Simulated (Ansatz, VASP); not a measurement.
# One calculation of ScSiS3, two programs

```xyz
5
Lattice="4.5219 0.0000 0.0000 0.0000 4.5219 0.0000 0.0000 0.0000 4.5219" Properties=species:S:1:pos:R:3 pbc="T T T"
Sc    0.0000    0.0000    0.0000
Si    2.2609    2.2609    2.2609
S     0.0000    2.2609    2.2609
S     2.2609    0.0000    2.2609
S     2.2609    2.2609    0.0000
```

Change from the starting cell: species swapped into the CeBRh3 type (Pm-3m, No. 221).

Alike in both runs: functional PBE; k mesh 8 × 8 × 8; occupations gaussian, width 0.1 eV; no spin polarisation.

Ansatz relaxed the structure, and its values are those at the end. VASP's run is a single point on that final structure, the one shown.

```csv
,VASP,Ansatz
version,VASP 6.6.1,Ansatz 0.2.0
potentials or method,"VASP PAW PBE potentials, release 64 (Sc_sv, Si, S), cutoff 520 eV","scalar-relativistic, plane waves, PAW"
valence electrons in the cell,33,33
```

```tsv
	VASP	Ansatz	Ansatz less VASP
gap on the k mesh at the Fermi level (eV)	none	none	-
pressure (GPa)	-0.1	0.0	+0.10
```

A gap of «none» marks a metal or a gap that the smearing closes. The functional is the same, so the differences come from potentials, cutoffs and numerics.
